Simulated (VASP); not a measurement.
# WS2 in VASP: settings compared, part 2 of 2

VASP 6.6.1.

## 3. Single point, PBE

This run uses another cell than the first one.

Input file INCAR:

```
  PREC = Accurate
  ENCUT = 520
  EDIFF = 1E-7
  ISMEAR = 0
  SIGMA = 0.014
  LREAL = F
  LASPH = T
  NELM = 60
  ALGO = Normal
  ISIF = 2
  LWAVE = F
  LCHARG = F
  GGA = PE
  NBANDS = 49
```

Input file KPOINTS:

```
Automatic mesh
0
Gamma
  10 10 1
```

Input file POSCAR:

```
WS2
1.0
    3.1829541699      0.0000000000      0.0000000000
   -1.5914770850      2.7565191702      0.0000000000
    0.0000000000      0.0000000000     28.5322178600
W S
3 6
Direct
    0.6666666667      0.3333333333      0.4343616800
    0.6666666667      0.3333333333      0.8855337800
    0.0000000000      0.0000000000      0.6592864300
    0.6666666667      0.3333333333      0.6046252100
    0.0000000000      0.0000000000      0.3797102500
    0.0000000000      0.0000000000      0.8308482800
    0.6666666667      0.3333333333      0.7139522100
    0.0000000000      0.0000000000      0.4890304200
    0.0000000000      0.0000000000      0.9401857300
```

Potentials or basis: VASP PAW PBE potentials, release 64 (W_sv, S).

Command:

```sh
cat potpaw_PBE.64/W_sv/POTCAR potpaw_PBE.64/S/POTCAR > POTCAR
mpirun -np 1 vasp_std > vasp.out
```

OUTCAR:

```text
PREC = Accurate
   ENCUT = 520
   EDIFF = 1E-7
   ISMEAR = 0
   LREAL = F
   LASPH = T
   NELM = 60
   ISIF = 2
   GGA = PE

 ion  position               nearest neighbor table
   1  0.667  0.333  0.434-   5 2.41   5 2.41   5 2.41   8 2.41   8 2.41   8 2.41
   2  0.667  0.333  0.886-   9 2.41   9 2.41   9 2.41   6 2.41   6 2.41   6 2.41
   3  0.000  0.000  0.659-   4 2.41   4 2.41   4 2.41   7 2.41   7 2.41   7 2.41
   4  0.667  0.333  0.605-   3 2.41   3 2.41   3 2.41
   5  0.000  0.000  0.380-   1 2.41   1 2.41   1 2.41
   6  0.000  0.000  0.831-   2 2.41   2 2.41   2 2.41
   7  0.667  0.333  0.714-   3 2.41   3 2.41   3 2.41
[... 934 lines left out ...]
  external PRESSURE =      12.1787321 kB  Pullay stress =       0.0000000 kB

 VOLUME and BASIS-vectors are now :
 -----------------------------------------------------------------------------
  energy-cutoff  :      520.00
  volume of cell :      250.34
      direct lattice vectors                 reciprocal lattice vectors
     3.182954170  0.000000000  0.000000000     0.314173547  0.181388182  0.000000000
    -1.591477085  2.756519170  0.000000000     0.000000000  0.362776363  0.000000000
     0.000000000  0.000000000 28.532217860     0.000000000  0.000000000  0.035048099

 POSITION                                       TOTAL-FORCE (eV/Angst)
 -----------------------------------------------------------------------------------
      1.59148      0.91884     12.39330        -0.000000      0.000000     -0.012375
      1.59148      0.91884     25.26624        -0.000000      0.000000      0.002891
      0.00000      0.00000     18.81090         0.000000     -0.000000      0.004104
      1.59148      0.91884     17.25130         0.000000     -0.000000     -0.208485
      0.00000      0.00000     10.83398        -0.000000     -0.000000     -0.268458
      0.00000      0.00000     23.70594        -0.000000     -0.000000     -0.202829
      1.59148      0.91884     20.37064        -0.000000     -0.000000      0.212542
      0.00000      0.00000     13.95312        -0.000000      0.000000      0.205404
      0.00000      0.00000     26.82558         0.000000     -0.000000      0.267206
 -----------------------------------------------------------------------------------
    total drift:                               -0.000000      0.000000     -0.000293

  FREE ENERGIE OF THE ION-ELECTRON SYSTEM (eV)
  ---------------------------------------------------
  free  energy   TOTEN  =       -70.9865796460 eV

  energy  without entropy=      -70.9865796460  energy(sigma->0) =      -70.98657965
```

OSZICAR:

```text
N       E                     dE             d eps       ncg     rms          rms(c)
DAV:   1     0.782999841181E+03    0.78300E+03   -0.41883E+04  1588   0.148E+03
DAV:   2    -0.181111356596E+02   -0.80111E+03   -0.77711E+03  1652   0.394E+02
DAV:   3    -0.730714022764E+02   -0.54960E+02   -0.54037E+02  1711   0.989E+01
[... 18 lines left out ...]
DAV:  22    -0.709865704227E+02   -0.37176E-05   -0.55665E-08  1064   0.869E-04    0.124E-03
DAV:  23    -0.709865774933E+02   -0.70706E-05   -0.15744E-07  1128   0.937E-04    0.170E-03
DAV:  24    -0.709865790308E+02   -0.15375E-05   -0.32739E-08  1080   0.511E-04    0.891E-04
DAV:  25    -0.709865796055E+02   -0.57466E-06   -0.25057E-08   952   0.549E-04    0.430E-04
DAV:  26    -0.709865796460E+02   -0.40503E-07   -0.43872E-09   936   0.317E-04
   1 F= -.70986580E+02 E0= -.70986580E+02  d E =-.927020E-91
```

It took 4.2 min on 1 thread of Intel Xeon Platinum 8488C (Sapphire Rapids), shared host; peak memory 0.4 GiB.

Results:

```
Free energy            : -70.9866 eV
Largest force          : 0.268 eV/Å
Band gap on the k mesh : 1.48 eV (least direct gap 2.11 eV)
```

Forces in eV/Å, atoms in the order of the input:
```
W    0.000  0.000 -0.012
W    0.000  0.000  0.003
W    0.000  0.000  0.004
S    0.000  0.000 -0.208
S    0.000  0.000 -0.268
S    0.000  0.000 -0.203
S    0.000  0.000  0.213
S    0.000  0.000  0.205
S    0.000  0.000  0.267
```

Caveat: there is no dipole correction, which matters where the two faces differ; spin-orbit coupling is left out, which moves the levels of the heavy elements.

## 4. Single point, r2SCAN

This run uses another cell than the first one.

POSCAR is that of step 3.

Input file INCAR.step1:

```
ALGO = Normal
EDIFF = 1E-4
ENCUT = 520
GGA = PE
ISMEAR = -1
LASPH = T
LCHARG = F
LREAL = F
LWAVE = T
NBANDS = 49
NELM = 100
PREC = Accurate
SIGMA = 0.05
```

Input file INCAR.step2:

```
ALGO = Normal
EDIFF = 1E-6
ENCUT = 520
ISIF = 2
ISMEAR = -1
ISTART = 1
LASPH = T
LCHARG = F
LMIXTAU = T
LREAL = F
LWAVE = F
METAGGA = R2SCAN
NBANDS = 49
NELM = 100
PREC = Accurate
SIGMA = 0.05
```

Input file KPOINTS:

```
k-points
0
Gamma
  10 10 1
```

Command:

```sh
cat potpaw_PBE.64/W_sv/POTCAR potpaw_PBE.64/S/POTCAR > POTCAR
cp INCAR.step1 INCAR
mpirun -np 1 vasp_std > vasp.out
cp INCAR.step2 INCAR
mpirun -np 1 vasp_std > vasp.out
```

It took 12 min on 1 thread of Intel Xeon Platinum 8488C (Sapphire Rapids), shared host; peak memory 0.44 GiB.

The run converged. Its results:

```yaml
Free_energy: -210.2041 eV
Largest_force: 0.015 eV/Å
Band_gap_on_the_k_mesh: 1.60 eV (least direct gap 2.24 eV)
```

Forces on the atoms (eV/Å):
```
W    0.000  0.000 -0.009
W    0.000  0.000 -0.001
W    0.000  0.000  0.004
S    0.000  0.000  0.009
S    0.000  0.000 -0.003
S    0.000  0.000  0.015
S    0.000  0.000 -0.005
S    0.000  0.000 -0.012
S    0.000  0.000  0.002
```

Levels at points of the mesh, in eV from the valence-band top:
```
           k point  band 35  band 36  band 37  band 38  band 39  band 40  band 41  band 42  band 43  band 44
(0.00, 0.00, 0.00)    -2.23    -2.07    -0.71    -0.31     0.00     2.60     2.60     2.61     2.61     2.61
(0.50, 0.00, 0.00)    -1.89    -1.86    -1.49    -1.44    -1.41     2.53     2.54     2.55     2.94     3.01
```

Caveat: there is no dipole correction, which matters where the two faces differ; the PAW data sets were made with another functional, which shifts forces and pressure a little; spin-orbit coupling is left out, which moves the levels of the heavy elements.

## 5. Overview

```tsv
level	cell	smearing	gap on the mesh (eV)	largest force (eV/Å)
PBEsol+D3(BJ)	a = 3.118, b = 3.118, c = 27.118 Å, angles 90.0, 90.0, 120.0°, 9 atoms, atomic positions A	fermi-dirac 0.05 eV	1.02	0.03
PBE	a = 3.183, b = 3.183, c = 28.532 Å, angles 90.0, 90.0, 120.0°, 9 atoms, atomic positions B	gaussian 0.014 eV	1.48	0.27
r2SCAN	a = 3.183, b = 3.183, c = 28.532 Å, angles 90.0, 90.0, 120.0°, 9 atoms, atomic positions B	fermi-dirac 0.05 eV	1.60	0.01
```

Alike in all rows: task single point; potentials or basis VASP PAW PBE potentials, release 64 (W_sv, S); no spin polarisation; k mesh 10 × 10 × 1; cutoff (eV) 520.

Caveats: there is no dipole correction, which matters where the two faces differ; spin-orbit coupling is left out, which moves the levels of the heavy elements; the PAW data sets were made with another functional, which shifts forces and pressure a little (at least some runs).

Total energies depend on the potentials used, so only differences within one code and one set of settings carry meaning.
